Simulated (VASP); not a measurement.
A run of VASP 6.6.1 is set up as follows.

INCAR

```
ALGO = Normal
EDIFF = 1E-6
ENCUT = 520
GGA = CA
ISIF = 2
ISMEAR = -1
LASPH = T
LCHARG = F
LREAL = F
LWAVE = F
NBANDS = 20
NELM = 80
PREC = Accurate
SIGMA = 0.05
```

KPOINTS

```
k-points
0
Gamma
  11 11 11
```

File POSCAR:

```
MoS2
1.0
    1.5999900475      0.9237546846      6.7049545088
   -1.5999900475      0.9237546846      6.7049545088
    0.0000000000     -1.8475093693      6.7049545088
Mo S
1 2
Direct
    0.0000000000      0.0000000000      0.0000000000
    0.7451553973      0.7451553973      0.7451553973
    0.2548446027      0.2548446027      0.2548446027
```

Potentials or basis: VASP PAW LDA potentials, release 64 (Mo_sv, S).

Command:

```console
$ cat potpaw_LDA.64/Mo_sv/POTCAR potpaw_LDA.64/S/POTCAR > POTCAR
$ mpirun -np 1 vasp_std > vasp.out
```

(1) Predict the band gap on the k mesh.

(2) What does it give for the largest force?

(3) Predict the pressure.

## Answers

(1) zero (bands 13 and 14 overlap by 0.37 eV).

(2) 0.418 eV/Å.

(3) -6.6 GPa.

Caveat: the cell stands under tension.
